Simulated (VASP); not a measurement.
Write the native input for VASP 6.6.1 that does the following.

* Task: single point
* Functional: PBE
* Potentials or basis: VASP PAW PBE potentials, release 64 (Sb, Te, O)
* Cutoff: 520 eV
* k mesh: 6 × 6 × 4
* Occupations: gaussian, width 0.1 eV
* Spin: no spin polarisation
* Dipole correction: no
* Further INCAR settings: ALGO = Normal; EDIFF = 1e-06; NBANDS = 26

The structure of SbTe2O3 lies in POSCAR:

```
SbTe2O3
1.0
    3.5411702450      0.0000000023      0.0000000000
   -1.7705851245      3.0667433902      0.0000000000
    0.0000000000      0.0000000000     10.5548059845
Sb Te O
1 2 3
Direct
    0.0000000000      0.0000000000      0.5000000000
    0.0000000000      0.0000000000      0.7728293037
    0.0000000000      0.0000000000      0.2271706963
    0.3333333333      0.6666666667      0.0000000000
    0.6666666667      0.3333333333      0.0000000000
    0.0000000000      0.0000000000      0.0000000000
```

The cell was built from a structure type or drawn by symmetry, and may not be a known phase.

One way to write it, as run:

INCAR

```
PREC = Accurate ; ENCUT = 520
EDIFF = 1E-6 ; ISMEAR = 0
SIGMA = 0.1 ; LREAL = F
LASPH = T ; NELM = 80
ALGO = Normal ; ISIF = 2
LWAVE = F ; LCHARG = F
GGA = PE ; NBANDS = 26
```

KPOINTS

```
Automatic mesh
0
Gamma
  6 6 4
```

Potentials or basis: VASP PAW PBE potentials, release 64 (Sb, Te, O).

Launch:

```sh
$ cat potpaw_PBE.64/Sb/POTCAR potpaw_PBE.64/Te/POTCAR potpaw_PBE.64/O/POTCAR > POTCAR
$ mpirun -np 1 vasp_std > vasp.out
```

Results of the run:

```yaml
Pressure: -0.1 GPa
Largest_force: 0.022 eV/Å
Band_gap_on_the_k_mesh: zero (an odd number of electrons rules out a gap without spin polarisation)
```

Caveat: spin-orbit coupling is left out, which moves the levels of the heavy elements; an odd number of electrons without spin polarisation forces a metal; a magnetic or distorted state may lie lower.

Run time: 4.1 min on 1 thread of Intel Xeon 8259CL (shared host), peak memory 0.26 GiB.
